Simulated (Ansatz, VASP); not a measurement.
# Two plane-wave programs on Ca3TiN3

The input INCAR:

```
SYSTEM = Ca3TiN3
PREC     = Accurate       ! precision mode
ENCUT    = 520            ! plane-wave cutoff, eV
EDIFF    = 1E-6           ! SCF threshold, eV
ISMEAR   = 0              ! smearing method
SIGMA    = 0.2            ! smearing width, eV
LREAL    = .FALSE.        ! projectors in reciprocal space
LASPH    = .TRUE.         ! aspherical terms in the spheres
NELM     = 100            ! most SCF steps
ALGO     = Normal         ! electronic algorithm
ISIF     = 2              ! what is computed and relaxed
LWAVE    = .FALSE.        ! write WAVECAR
LCHARG   = .FALSE.        ! write CHGCAR
GGA      = PE             ! functional
NBANDS   = 70             ! bands
```

The input KPOINTS:

```
Automatic mesh
0
G
  4 4 4
  0 0 0
```

The input POSCAR:

```
Ca3TiN3
1.0
    0.0000000000      0.0000000000      5.0065193046
    4.4226147765     -5.2876891497      0.0000000000
    4.4226147765      5.2876891497      0.0000000000
Ca Ti N
6 2 6
Direct
    0.7500000000      0.8965584423      0.1034415577
    0.7500000000      0.8394611383      0.6126356957
    0.7500000000      0.3873643043      0.1605388617
    0.2500000000      0.1034415577      0.8965584423
    0.2500000000      0.6126356957      0.8394611383
    0.2500000000      0.1605388617      0.3873643043
    0.7500000000      0.3084588394      0.6915411606
    0.2500000000      0.6915411606      0.3084588394
    0.7500000000      0.1274168296      0.8725831704
    0.7500000000      0.5772903205      0.8197467893
    0.7500000000      0.1802532107      0.4227096795
    0.2500000000      0.8725831704      0.1274168296
    0.2500000000      0.4227096795      0.1802532107
    0.2500000000      0.8197467893      0.5772903205
```

Input for Ansatz:

```yaml
crystal:
  lattice:
    - [0.0, 0.0, 5.0065193046]
    - [4.4226147765, -5.2876891497, 0.0]
    - [4.4226147765, 5.2876891497, 0.0]
  atoms:
    - { symbol: Ca, position: [0.75, 0.8965584423, 0.1034415577] }
    - { symbol: Ca, position: [0.75, 0.8394611383, 0.6126356957] }
    - { symbol: Ca, position: [0.75, 0.3873643043, 0.1605388617] }
    - { symbol: Ca, position: [0.25, 0.1034415577, 0.8965584423] }
    - { symbol: Ca, position: [0.25, 0.6126356957, 0.8394611383] }
    - { symbol: Ca, position: [0.25, 0.1605388617, 0.3873643043] }
    - { symbol: Ti, position: [0.75, 0.3084588394, 0.6915411606] }
    - { symbol: Ti, position: [0.25, 0.6915411606, 0.3084588394] }
    - { symbol: "N", position: [0.75, 0.1274168296, 0.8725831704] }
    - { symbol: "N", position: [0.75, 0.5772903205, 0.8197467893] }
    - { symbol: "N", position: [0.75, 0.1802532107, 0.4227096795] }
    - { symbol: "N", position: [0.25, 0.8725831704, 0.1274168296] }
    - { symbol: "N", position: [0.25, 0.4227096795, 0.1802532107] }
    - { symbol: "N", position: [0.25, 0.8197467893, 0.5772903205] }
basis:
  ecutwfc: 420
kpoints:
  mp_grid: { grid: [4, 4, 4] }
hamiltonian:
  xc: pbe
scf:
  occupations: { method: gaussian, width: 0.2 }
  lower_state_search: "off"
output:
  forces: true
  stress: true
  eigenvalues: true
```

Alike in both runs: task single point; functional PBE; k mesh 4 × 4 × 4; occupations gaussian, width 0.2 eV; no spin polarisation.

```csv
,VASP,Ansatz
version,VASP 6.6.1,Ansatz 0.2.0
potentials or method,"VASP PAW PBE potentials, release 64 (Ca_sv, Ti_sv, N), cutoff 520 eV","scalar-relativistic, plane waves, PAW"
valence electrons in the cell,114,114
```

|  | VASP | Ansatz | Ansatz less VASP |
| --- | --- | --- | --- |
| gap on the k mesh at the Fermi level (eV) | none | none | - |
| pressure (GPa) | 0.4 | 0.1 | -0.31 |
| traceless stress, the component that is largest in VASP (GPa) | 0.08 | 0.10 | +0.026 |
| rms of the force components (eV/Å) | 0.020 | 0.012 | -0.0080 |

Atom by atom the forces differ by 0.011 eV/Å (rms over components). A gap of «none» marks a metal or a gap that the smearing closes.
